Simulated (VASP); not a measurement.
Here is a VASP 6.6.1 calculation.

POSCAR

```
CuI
1.0
    0.0000000000      3.0120291112      3.0120291112
    3.0120291112      0.0000000000      3.0120291112
    3.0120291112      3.0120291112      0.0000000000
Cu I
1 1
Direct
    0.0000000000      0.0000000000      0.0000000000
    0.2500000000      0.2500000000      0.2500000000
```

File INCAR.step1:

```
ALGO = Normal
EDIFF = 1E-4
ENCUT = 520
GGA = PE
ISMEAR = 0
LASPH = T
LCHARG = F
LREAL = F
LWAVE = T
NBANDS = 16
NELM = 60
PREC = Accurate
SIGMA = 0.01
```

The input INCAR.step2:

```
ALGO = Normal
EDIFF = 1E-6
ENCUT = 520
ISIF = 2
ISMEAR = 0
ISTART = 1
IVDW = 13
LASPH = T
LCHARG = T
LELF = T
LMIXTAU = T
LREAL = F
LVHAR = T
LWAVE = F
METAGGA = R2SCAN
NBANDS = 16
NELM = 60
PREC = Accurate
SIGMA = 0.01
VDW_A1 = 0.51559235
VDW_A2 = 5.77342911
VDW_S6 = 1.0
VDW_S8 = 0.6018749
```

File KPOINTS:

```
k-points
0
Gamma
  6 6 6
```

Potentials or basis: VASP PAW PBE potentials, release 64 (Cu, I).

Launch:

```console
$ cat potpaw_PBE.64/Cu/POTCAR potpaw_PBE.64/I/POTCAR > POTCAR
$ cp INCAR.step1 INCAR
$ mpirun -np 1 vasp_std > vasp.out
$ cp INCAR.step2 INCAR
$ mpirun -np 1 vasp_std > vasp.out
```

Q: Estimate the dispersion energy per atom.

A: -0.132 eV.

Q: Predict the pressure.

A: -0.7 GPa.

Q: Estimate the band gap on the k mesh.

A: 1.67 eV, direct.

Caveat: the PAW data sets were made with another functional, which shifts forces and pressure a little; spin-orbit coupling is left out, which moves the levels of the heavy elements. r2SCAN opens gaps a little over a GGA but as a rule still falls short of measured ones.
